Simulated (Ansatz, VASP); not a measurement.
# In in VASP and in Ansatz

```xyz
4
Lattice="3.5258 0.0000 0.0000 -1.7629 3.0534 0.0000 0.0000 0.0000 11.4527" Properties=species:S:1:pos:R:3 pbc="T T T"
In    1.7629    3.0534    0.0000
In    1.7629    3.0534    5.7263
In    0.0000    2.0356    2.8632
In    1.7629    1.0178    8.5895
```

Alike in both runs: task single point; functional PBE; k mesh 12 × 12 × 4; occupations fermi-dirac, width 0.1 eV; no spin polarisation.

|  | VASP | Ansatz |
| --- | --- | --- |
| version | VASP 6.6.1 | Ansatz 0.2.0 |
| potentials or method | VASP PAW PBE potentials, release 64 (In_d), cutoff 520 eV | plane waves (420 eV) with PAW, scalar-relativistic |
| valence electrons in the cell | 52 | 52 |

|  | VASP | Ansatz | Ansatz less VASP |
| --- | --- | --- | --- |
| pressure (GPa) | -3.0 | -3.0 | +0.03 |
